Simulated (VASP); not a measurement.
Write the native input for VASP 6.6.1 that does the following.

- Task: single point
- Functional: PBE
- Potentials or basis: VASP PAW PBE potentials, release 64 (Cd, S)
- Cutoff: 520 eV
- k mesh: 6 × 6 × 6
- Occupations: gaussian, width 0.01 eV
- Spin: no spin polarisation
- Dipole correction: no
- Further INCAR settings: ALGO = Normal; EDIFF = 1e-06; NBANDS = 16

The structure of CdS (Hawleyite) lies in POSCAR:

```
CdS
1.0
    0.0000000000      2.9922869091      2.9922869091
    2.9922869091      0.0000000000      2.9922869091
    2.9922869091      2.9922869091      0.0000000000
Cd S
1 1
Direct
    0.0000000000      0.0000000000      0.0000000000
    0.2500000000      0.2500000000      0.2500000000
```

These files were run (other wordings do the same):

INCAR

```
SYSTEM = CdS
  PREC = Accurate
  ENCUT = 520
  EDIFF = 1E-6
  ISMEAR = 0
  SIGMA = 0.01
  LREAL = .FALSE.
  LASPH = .TRUE.
  NELM = 60
  ALGO = Normal
  ISIF = 2
  LWAVE = .FALSE.
  LCHARG = .TRUE.
  GGA = PE
  LELF = .TRUE.
  LVHAR = .TRUE.
  NBANDS = 16
```

KPOINTS

```
Automatic mesh
0
G
  6 6 6
  0 0 0
```

Potentials or basis: VASP PAW PBE potentials, release 64 (Cd, S).

Run with:

```bash
$ cat potpaw_PBE.64/Cd/POTCAR potpaw_PBE.64/S/POTCAR > POTCAR
$ mpirun -np 1 vasp_std > vasp.out
```

It gave:

* Pressure: -1.2 GPa
* Band gap on the k mesh: 0.98 eV, direct

Run time: 9.9 s on 1 thread of AMD EPYC 9R45 96-Core Processor (Zen 5) (shared host), peak memory 0.14 GiB.
